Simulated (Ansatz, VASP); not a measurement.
# One calculation of AlFe, two programs

```
Al Fe
1.0
     2.84632    0.00000    0.00000
     0.00000    2.84632    0.00000
     0.00000    0.00000    2.84632
Al Fe
1 1
Cartesian
  0.0000 0.0000 0.0000
  1.4232 1.4232 1.4232
```

Alike in both runs: task single point; functional PBEsol; k mesh 14 × 14 × 14; occupations fermi-dirac, width 0.1 eV; collinear spin.

```csv
,VASP,Ansatz
version,VASP 6.6.1,Ansatz 0.2.0
potentials or method,"VASP PAW PBE potentials, release 64 (Al, Fe)","PAW with Ansatz's default frozen-core files, scalar-relativistic"
plane-wave cutoff (eV),520,420
valence electrons in the cell,11,19
```

|  | VASP | Ansatz | Ansatz less VASP |
| --- | --- | --- | --- |
| pressure (GPa) | 0.3 | 0.0 | -0.26 |
| net moment per atom (μB) | 0.33 | 0.33 | +0.001 |
| size of the moment on the site where the two differ most (μB) | 0.68 | 0.68 | -0.006 |

VASP's potentials were made for PBE, not for PBEsol. Site moments also hang on the region over which each program counts them. VASP's potentials hold 11 valence electrons a cell and Ansatz's 19, so a difference there can come from the potentials and not from the codes. Ansatz's warnings: optics on partly filled bands.
